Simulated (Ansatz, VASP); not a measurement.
GaSb: VASP beside Ansatz

Contents of INCAR:

```
PREC = Accurate ; ENCUT = 520
EDIFF = 1E-6 ; ISMEAR = 0
SIGMA = 0.15 ; LREAL = F
LASPH = T ; NELM = 100
ALGO = Normal ; ISIF = 2
LWAVE = F ; LCHARG = F
GGA = PS ; NBANDS = 16
```

The input KPOINTS:

```
regular mesh
0
Gamma
  14 14 14
```

Contents of POSCAR:

```
GaSb
1.0
    0.0000000000      3.0590000000      3.0590000000
    2.9672300000      0.0000000000      3.0590000000
    2.9672300000      3.0590000000      0.0000000000
Ga Sb
1 1
Direct
    0.0000000000      0.0000000000      0.0000000000
    0.7500000000      0.7500000000      0.7500000000
```

Input for Ansatz:

```yaml
crystal:
  lattice:
    - [0.0, 3.059, 3.059]
    - [2.96723, 0.0, 3.059]
    - [2.96723, 3.059, 0.0]
  atoms:
    - { symbol: Ga, position: [0.0, 0.0, 0.0] }
    - { symbol: Sb, position: [0.75, 0.75, 0.75] }
basis:
  ecutwfc: 420
kpoints:
  mp_grid: { grid: [14, 14, 14] }
hamiltonian:
  xc: pbesol
scf:
  occupations: { method: gaussian, width: 0.15 }
output:
  forces: true
  stress: true
  eigenvalues: true
```

Change from the starting cell: strain -0.0300 x Voigt [1, 0, 0, 0, 0, 0], atoms carried along.

Alike in both runs: task single point; functional PBEsol; k mesh 14 × 14 × 14; occupations gaussian, width 0.15 eV; no spin polarisation.

|  | VASP | Ansatz |
| --- | --- | --- |
| version | VASP 6.6.1 | Ansatz 0.2.0 |
| potentials or method | VASP PAW PBE potentials, release 64 (Ga_d, Sb), cutoff 520 eV | scalar-relativistic, plane waves, PAW |
| valence electrons in the cell | 18 | 28 |

|  | VASP | Ansatz | Ansatz less VASP |
| --- | --- | --- | --- |
| gap on the k mesh at the Fermi level (eV) | 0.09 | 0.07 | -0.013 |
| least direct gap on the mesh (eV) | 0.09 | 0.07 | -0.013 |
| pressure (GPa) | 1.6 | 1.5 | -0.11 |
| traceless stress, the component that is largest in VASP (GPa) | 0.85 | 0.85 | +0.001 |

VASP's potentials were made for PBE, not for PBEsol. The functional is the same, so the differences come from potentials, cutoffs and numerics. VASP's potentials hold 18 valence electrons a cell and Ansatz's 28, so a difference there can come from the potentials and not from the codes.

Spin-orbit coupling is off throughout.
